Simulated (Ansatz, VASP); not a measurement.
**Two plane-wave programs on SnO2**

INCAR

```
SYSTEM = SnO2
PREC     = Accurate       ! precision mode
ENCUT    = 520            ! plane-wave cutoff, eV
EDIFF    = 1E-7           ! SCF threshold, eV
ISMEAR   = 0              ! smearing method
SIGMA    = 0.05           ! smearing width, eV
LREAL    = .False.        ! projectors in reciprocal space
LASPH    = .True.         ! aspherical terms in the spheres
NELM     = 60             ! most SCF steps
ALGO     = Normal         ! electronic algorithm
ISIF     = 2              ! what is computed and relaxed
LWAVE    = .False.        ! write WAVECAR
LCHARG   = .False.        ! write CHGCAR
GGA      = PE             ! functional
IVDW     = 12             ! dispersion correction
NBANDS   = 35             ! bands
```

File KPOINTS:

```
Automatic mesh
0
Gamma
  12 12 4
  0 0 0
```

File POSCAR:

```
SnO2
1.0
    3.1309003151      0.0000000000      0.0000000000
   -1.5654501576      2.7114392096      0.0000000000
    0.0000000000      0.0000000000     10.0747363625
Sn O
2 4
Direct
    0.0000000000      0.0000000000      0.5000000000
    0.0000000000      0.0000000000      0.0000000000
    0.6666666667      0.3333333333      0.4017901351
    0.6666666667      0.3333333333      0.0982098649
    0.3333333333      0.6666666667      0.5982098649
    0.3333333333      0.6666666667      0.9017901351
```

Input for Ansatz:

```yaml
crystal:
  lattice:
    - [3.1309003151, 0.0, 0.0]
    - [-1.5654501576, 2.7114392096, 0.0]
    - [0.0, 0.0, 10.0747363625]
  atoms:
    - { symbol: Sn, position: [0.0, 0.0, 0.5] }
    - { symbol: Sn, position: [0.0, 0.0, 0.0] }
    - { symbol: O, position: [0.6666666667, 0.3333333333, 0.4017901351] }
    - { symbol: O, position: [0.6666666667, 0.3333333333, 0.0982098649] }
    - { symbol: O, position: [0.3333333333, 0.6666666667, 0.5982098649] }
    - { symbol: O, position: [0.3333333333, 0.6666666667, 0.9017901351] }
basis:
  ecutwfc: 520.0
kpoints:
  mp_grid: { grid: [12, 12, 4] }
hamiltonian:
  xc: pbe
  dispersion: d3bj
scf:
  occupations: { method: gaussian, width: 0.05 }
output:
  forces: true
  stress: true
  eigenvalues: true
```

Change from the starting cell: mode 1 frozen in at +0.000 Å, equal normal strain along x, y and z -0.0250.

Alike in both runs: task single point; functional PBE; dispersion D3(BJ); k mesh 12 × 12 × 4; occupations gaussian, width 0.05 eV; no spin polarisation.

|  | VASP | Ansatz |
| --- | --- | --- |
| version | VASP 6.6.1 | Ansatz 0.2.0 |
| potentials or method | VASP PAW PBE potentials, release 64 (Sn_d, O), cutoff 520 eV | scalar-relativistic, plane waves, PAW |
| valence electrons in the cell | 52 | 52 |

Ansatz gave:

* gap on the k mesh at the Fermi level (eV): 2.58
* least direct gap on the mesh (eV): 3.06
* pressure (GPa): 12.4
* traceless stress, the component that is largest in VASP (GPa): -4.94
* rms of the force components (eV/Å): 0.446

Problem. Estimate VASP's values.

Solution. gap on the k mesh at the Fermi level (eV): 2.55; least direct gap on the mesh (eV): 3.04; pressure (GPa): 13.1; traceless stress, the component that is largest in VASP (GPa): -5.38; rms of the force components (eV/Å): 0.476.

Atom by atom the forces differ by 0.031 eV/Å (rms over components).
